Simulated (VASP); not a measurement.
# Mg (Im-3m) in VASP: further runs

Runs on Mg. Level: r2SCAN. Tasks: single point, relaxation of cell and atoms.

Program: VASP 6.6.1. These are calculated values, not measurements. Logs are shortened: lines on timing, memory, paths and dates and some standing lists are left out, and cuts for length are marked.

**1. The cell of the first run**

It takes space group Im-3m (No. 229, cubic). The conventional cell has a = 3.558 Å, b = 3.558 Å, c = 3.558 Å, α = 90.00°, β = 90.00°, γ = 90.00°. Mg (site symmetry m-3m) has 14 Mg at 3.08 to 3.56 Å within 4.1 Å.

**2. Single point, r2SCAN**

File POSCAR:

```
Mg
1.0
   -1.7787714341      1.7787714341      1.7787714341
    1.7787714341     -1.7787714341      1.7787714341
    1.7787714341      1.7787714341     -1.7787714341
Mg
1
Direct
    0.0000000000      0.0000000000      0.0000000000
```

File INCAR.step1:

```
PREC = Accurate
ENCUT = 520
ISMEAR = 0
SIGMA = 0.1
LREAL = F
LASPH = T
NELM = 100
NBANDS = 7
GGA = PE
ALGO = Normal
EDIFF = 1E-4
LWAVE = T
LCHARG = F
```

File INCAR.step2:

```
PREC = Accurate
ENCUT = 520
EDIFF = 1E-6
ISMEAR = 0
SIGMA = 0.1
LREAL = F
LASPH = T
NELM = 100
ALGO = Normal
ISIF = 2
LWAVE = F
LCHARG = F
METAGGA = R2SCAN
LMIXTAU = T
NBANDS = 7
ISTART = 1
```

File KPOINTS:

```
Automatic mesh
0
Gamma
  16 16 16
```

Potentials or basis: VASP PAW PBE potentials, release 64 (Mg).

Started as:

```
> cat potpaw_PBE.64/Mg/POTCAR > POTCAR
> cp INCAR.step1 INCAR
> mpirun -np 1 vasp_std > vasp.out
> cp INCAR.step2 INCAR
> mpirun -np 1 vasp_std > vasp.out
```

OUTCAR:

```text
PREC = Accurate
   ENCUT = 520
   EDIFF = 1E-6
   ISMEAR = 0
   LREAL = F
   LASPH = T
   NELM = 100
   ISIF = 2
   METAGGA = R2SCAN
   ISTART = 1

 ion  position               nearest neighbor table
   1  0.000  0.000  0.000-

  LATTYP: Found a body centered cubic cell.
 ALAT       =     3.5575428682

  Lattice vectors:

 A1 = (  -1.7787714341,   1.7787714341,   1.7787714341)
 A2 = (   1.7787714341,  -1.7787714341,   1.7787714341)
 A3 = (   1.7787714341,   1.7787714341,  -1.7787714341)

Analysis of symmetry for initial positions (statically):
=====================================================================
 Subroutine PRICEL returns:
 Original cell was already a primitive cell.

 Routine SETGRP: Setting up the symmetry group for a
 body centered cubic supercell.

 Subroutine GETGRP returns: Found 48 space group operations
 (whereof 48 operations were pure point group operations)
 out of a pool of 48 trial point group operations.

The static configuration has the point symmetry O_h .

Analysis of symmetry for dynamics (positions and initial velocities):
=====================================================================
 Subroutine PRICEL returns:
 Original cell was already a primitive cell.

 Routine SETGRP: Setting up the symmetry group for a
 body centered cubic supercell.

 Subroutine GETGRP returns: Found 48 space group operations
 (whereof 48 operations were pure point group operations)
 out of a pool of 48 trial point group operations.

The dynamic configuration has the point symmetry O_h .

 Subroutine INISYM returns: Found 48 space group operations
 (whereof 48 operations are pure point group operations),
 and found     1 'primitive' translations

----------------------------------------------------------------------------------------

                                     Primitive cell

  volume of cell :      22.5123

  direct lattice vectors                    reciprocal lattice vectors
    -1.778771434  1.778771434  1.778771434     0.000000000  0.281092888  0.281092888
     1.778771434 -1.778771434  1.778771434     0.281092888  0.000000000  0.281092888
     1.778771434  1.778771434 -1.778771434     0.281092888  0.281092888  0.000000000

[... 71 lines left out ...]
 SYSTEM =  unknown system
   PREC   = accura    normal or accurate (medium, high low for compatibility)
   ISTART =      1    job   : 0-new  1-cont  2-samecut
   ICHARG =      0    charge: 1-file 2-atom 10-const
   ISPIN  =      1    spin polarized calculation?
   LNONCOLLINEAR =      F non collinear calculations
   LSORBIT =      F    spin-orbit coupling
   LASPH  =      T    aspherical Exc in radial PAW
   ENCUT  =  520.0 eV  38.22 Ry    6.18 a.u.   5.73  5.73  5.73*2*pi/ulx,y,z
   NELM   =    100;   NELMIN=  2; NELMDL=  0     # of ELM steps
   EDIFF  = 0.1E-05   stopping-criterion for ELM
   LREAL  =      F    real-space projection
   EDIFFG = 0.1E-04   stopping-criterion for IOM
   NSW    =      0    number of steps for IOM
   IBRION =     -1    ionic relax: 0-MD 1-quasi-New 2-CG
   NFREE  =      0    steps in history (QN), initial steepest desc. (CG)
   ISIF   =      2    stress and relaxation
   ISYM   =      2    0-nonsym 1-usesym 2-fastsym
   POTIM  = 0.5000    time-step for ionic-motion
   TEBEG  =    0.0;   TEEND  =   0.0 temperature during run
   PSTRESS=    0.0 pullay stress
   NELECT =       2.0000    total number of electrons
   NUPDOWN=      -1.0000    fix difference up-down
   EMIN   =  10.00;   EMAX   =-10.00  energy-range for DOS
   EFERMI =   0.00;   METHOD = LEGACY
   ISMEAR =     0;   SIGMA  =   0.10  broadening in eV -4-tet -1-fermi 0-gaus
   EFERMI_NEDOS =   21; number of points for ismear=-14 and -15
   IALGO  =     38    algorithm
   IMIX   =      4    mixing-type and parameters
     AMIX     =   0.40;   BMIX     =  1.00
     AMIX_MAG =   1.60;   BMIX_MAG =  1.00
  volume/ion in A,a.u.               =      22.51       151.92
  Fermi-wavevector in a.u.,A,eV,Ry     =   0.730485  1.380417  7.260184  0.533608
  Thomas-Fermi vector in A             =   1.822467
   LORBIT       =      0    0 simple, 1 ext, 2 COOP (PROOUT), +10 PAW based schemes
   METAGGA = R2SCAN    functional components
   LHFCALC =     F    Hartree Fock is set to
   AEXX    =    0.0000 exact exchange contribution
   IVDW    =     0    specifies the selected vdW correction
   LEPSILON=     F    determine dielectric tensor
   LRPA    =     F    only Hartree local field effects (RPA)
 non-spin polarized calculation
 Gauss-broadening in eV      SIGMA  =   0.10
  energy-cutoff  :      520.00
  volume of cell :       22.51
 maximum number of plane-waves:       622
   NGX = 11   NGY = 11   NGZ = 11

 number of electron       2.0000000 magnetization

 Free energy of the ion-electron system (eV)
  ---------------------------------------------------
  ext. energy  EPLUGINS =         0.00000000
  ---------------------------------------------------
  free energy    TOTEN  =        -4.12123505 eV

  energy without entropy =       -4.11913182  energy(sigma->0) =       -4.12018344

 E-fermi :   2.7855     XC(G=0):  -9.1023

 val. band max:        2.7508361042   @ k =   0.5000   0.5000   0.1875
 cond. band min:       2.7892262193   @ k =   0.3125   0.2500   0.1250
 fundamental gap:      0.0383901151
 Fermi energy:         2.7854595167

 k-point     1 :       0.0000    0.0000    0.0000
  band No.  band energies     occupation
      1      -4.7203      2.00000
      2      16.8066      0.00000
      3      16.8066      0.00000
      4      16.8067      0.00000
      5      18.9838      0.00000
      6      18.9838      0.00000
      7      19.4365      0.00000
[... 221 lines left out ...]
 k-point    24 :       0.2500    0.1875    0.0000
  band No.  band energies     occupation
      1      -1.1202      2.00000
      2       6.2833      0.00000
      3       8.0879      0.00000
      4      12.5232      0.00000
      5      16.7100      0.00000
      6      18.4485      0.00000
      7      21.2950      0.00000

 [... further k-points ...]
[... 5 lines left out ...]
  --------------------------------------------------------------------------------------
  -------------------------------------------------------------------------------------
  Total       -0.0375268     -0.0375268     -0.0375268     -0.0000000     -0.0000000      0.0000000
  in kB       -2.6707375     -2.6707375     -2.6707375     -0.0000000     -0.0000000      0.0000000
  external PRESSURE =      -2.6707375 kB  Pullay stress =       0.0000000 kB

 VOLUME and BASIS-vectors are now :
 -----------------------------------------------------------------------------
  energy-cutoff  :      520.00
  volume of cell :       22.51
      direct lattice vectors                 reciprocal lattice vectors
    -1.778771434  1.778771434  1.778771434     0.000000000  0.281092888  0.281092888
     1.778771434 -1.778771434  1.778771434     0.281092888  0.000000000  0.281092888
     1.778771434  1.778771434 -1.778771434     0.281092888  0.281092888  0.000000000

 POSITION                                       TOTAL-FORCE (eV/Angst)
 -----------------------------------------------------------------------------------
      0.00000      0.00000      0.00000         0.000000     -0.000000     -0.000000
 -----------------------------------------------------------------------------------
    total drift:                                0.000000      0.000000      0.000000

  FREE ENERGIE OF THE ION-ELECTRON SYSTEM (eV)
  ---------------------------------------------------
  free  energy   TOTEN  =        -4.1212350542 eV

  energy  without entropy=       -4.1191318236  energy(sigma->0) =       -4.12018344
```

OUTCAR.step1:

```text
PREC = Accurate
   ENCUT = 520
   ISMEAR = 0
   LREAL = F
   LASPH = T
[... 455 lines left out ...]

 POSITION                                       TOTAL-FORCE (eV/Angst)
 -----------------------------------------------------------------------------------
      0.00000      0.00000      0.00000        -0.000000      0.000000     -0.000000
 -----------------------------------------------------------------------------------
    total drift:                                0.000000      0.000000      0.000000

  FREE ENERGIE OF THE ION-ELECTRON SYSTEM (eV)
  ---------------------------------------------------
  free  energy   TOTEN  =        -1.4777885851 eV

  energy  without entropy=       -1.4755162141  energy(sigma->0) =       -1.47665240
```

OSZICAR.step1:

```text
N       E                     dE             d eps       ncg     rms          rms(c)
DAV:   1    -0.838265497272E+00   -0.83827E+00   -0.77590E+02  2198   0.193E+02
DAV:   2    -0.148373663831E+01   -0.64547E+00   -0.63529E+00  2744   0.114E+01
DAV:   3    -0.148624672867E+01   -0.25101E-02   -0.25091E-02  2534   0.756E-01
DAV:   4    -0.148625278884E+01   -0.60602E-05   -0.60602E-05  2996   0.265E-02
DAV:   5    -0.148625281464E+01   -0.25801E-07   -0.25883E-07  2527   0.994E-04    0.677E-01
DAV:   6    -0.148220991491E+01    0.40429E-02   -0.27621E-04  2317   0.122E-01    0.433E-01
DAV:   7    -0.147778092682E+01    0.44290E-02   -0.12829E-03  2107   0.215E-01    0.246E-02
DAV:   8    -0.147778858511E+01   -0.76583E-05   -0.78191E-06  1946   0.174E-02
   1 F= -.14777886E+01 E0= -.14766524E+01  d E =-.227237E-02
```

Run time: 18 s. Hardware: 1 thread of Intel Xeon 6975P-C (Granite Rapids), shared host; peak memory 0.15 GiB.

What came out:

```
Free energy            : -4.1212 eV
Pressure               : -0.3 GPa
Band gap on the k mesh : zero (band 1 reaches 6.93 eV, above the bottom of band 2 at 1.91 eV)
```

Levels at points of the mesh, in eV from the Fermi level:
```
           k point  band 1  band 2  band 3  band 4  band 5
(0.00, 0.00, 0.00)   -7.51   14.02   14.02   14.02   16.20
(0.50, 0.00, 0.00)   -1.73   -0.88    9.22   10.22   11.03
(0.50, 0.50, 0.50)    4.14    4.14    4.17    4.17    4.17
```

Caveat: the PAW data sets were made with another functional, which shifts forces and pressure a little.

**3. Relaxation of cell and atoms, r2SCAN**

This run uses another cell than the first one, of 22.29 Å³/atom, 0.990 times its volume.

File POSCAR:

```
Mg
1.0
   -1.7727644967      1.7727644967      1.7727644967
    1.7727644967     -1.7727644967      1.7727644967
    1.7727644967      1.7727644967     -1.7727644967
Mg
1
Direct
    0.0000000000      0.0000000000      0.0000000000
```

File INCAR.step1:

```
ALGO = Normal ; EDIFF = 1E-4
ENCUT = 600 ; GGA = PE
ISMEAR = 0 ; LASPH = True
LCHARG = False ; LREAL = False
LWAVE = True ; NELM = 100
PREC = Accurate ; SIGMA = 0.1
```

File INCAR.step2:

```
ALGO = Normal ; EDIFF = 1E-7
EDIFFG = -0.005 ; ENCUT = 600
IBRION = 2 ; ISIF = 3
ISMEAR = 0 ; ISTART = 1
LASPH = True ; LCHARG = False
LMIXTAU = True ; LREAL = False
LWAVE = False ; METAGGA = R2SCAN
NELM = 100 ; NSW = 100
PREC = Accurate ; SIGMA = 0.1
```

File KPOINTS:

```
k-points
0
Gamma
  16 16 16
```

Potentials or basis: VASP PAW PBE potentials, release 64 (Mg).

Started as:

```
> cat potpaw_PBE.64/Mg/POTCAR > POTCAR
> cp INCAR.step1 INCAR
> mpirun -np 1 vasp_std > vasp.out
> cp INCAR.step2 INCAR
> mpirun -np 1 vasp_std > vasp.out
```

Run time: 67 s. Hardware: 1 thread of Intel Xeon 6975P-C (Granite Rapids), shared host; peak memory 0.17 GiB.

It converged, with:

- Free energy: -4.1215 eV
- Relaxed volume: 22.34 Å³/atom
- Relaxed cell: a = 3.073 Å, b = 3.073 Å, c = 3.073 Å, α = 109.47°, β = 109.47°, γ = 109.47°
- Space group after relaxing (to 0.05 Å): Im-3m (No. 229)
- Energy gained by relaxing: 0.0 meV/atom
- Ionic steps: 2
- Pressure after relaxing: 0.0 GPa
- Band gap on the k mesh: zero (band 1 reaches 6.97 eV, above the bottom of band 2 at 1.95 eV)

Final structure:
```xyz
1
Lattice="-1.7743 1.7743 1.7743 1.7743 -1.7743 1.7743 1.7743 1.7743 -1.7743" Properties=species:S:1:pos:R:3 pbc="T T T"
Mg    0.0000    3.5486    0.0000
```

Levels at points of the mesh, in eV from the Fermi level:
```
           k point  band 1  band 2  band 3  band 4  band 5
(0.00, 0.00, 0.00)   -7.54   14.07   14.07   14.07   16.26
(0.50, 0.00, 0.00)   -1.74   -0.88    9.24   10.28   11.08
(0.50, 0.50, 0.50)    4.15    4.15    4.19    4.19    4.19
```

Caveat: the PAW data sets were made with another functional, which shifts forces and pressure a little.
